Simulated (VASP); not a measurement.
Input of a VASP 6.6.1 run:

INCAR

```
PREC     = Accurate       # precision mode
ENCUT    = 600            # plane-wave cutoff, eV
EDIFF    = 1E-6           # SCF threshold, eV
ISMEAR   = -1             # smearing method
SIGMA    = 0.05           # smearing width, eV
LREAL    = False          # projectors in reciprocal space
LASPH    = True           # aspherical terms in the spheres
NELM     = 60             # most SCF steps
ALGO     = Normal         # electronic algorithm
ISIF     = 3              # what is computed and relaxed
LWAVE    = False          # write WAVECAR
LCHARG   = False          # write CHGCAR
GGA      = PS             # functional
IBRION   = 2              # ionic algorithm
NSW      = 60             # ionic steps
EDIFFG   = -0.005         # ionic threshold
```

Contents of KPOINTS:

```
regular mesh
0
Gamma
  17 17 17
```

POSCAR

```
Si
1.0
    0.0000000000      2.0000000000      2.0000000000
    2.0000000000      0.0000000000      2.0000000000
    2.0000000000      2.0000000000      0.0000000000
Si
1
Direct
    0.0000000000      0.0000000000      0.0000000000
```

Potentials or basis: VASP PAW PBE potentials, release 64 (Si).

Command:

```sh
$ cat potpaw_PBE.64/Si/POTCAR > POTCAR
$ mpirun -np 1 vasp_std > vasp.out
```

(1) What does it give for the space group after relaxing (to 0.05 Å)?

(2) Estimate the relaxed volume.

(3) What does it give for the relaxed cell?

Answers

(1) Fm-3m (No. 225).

(2) 14.09 Å³/atom.

(3) a = 2.711 Å, b = 2.711 Å, c = 2.711 Å, α = 60.00°, β = 60.00°, γ = 60.00°.

Caveat: the PAW data sets were made with another functional, which shifts forces and pressure a little.
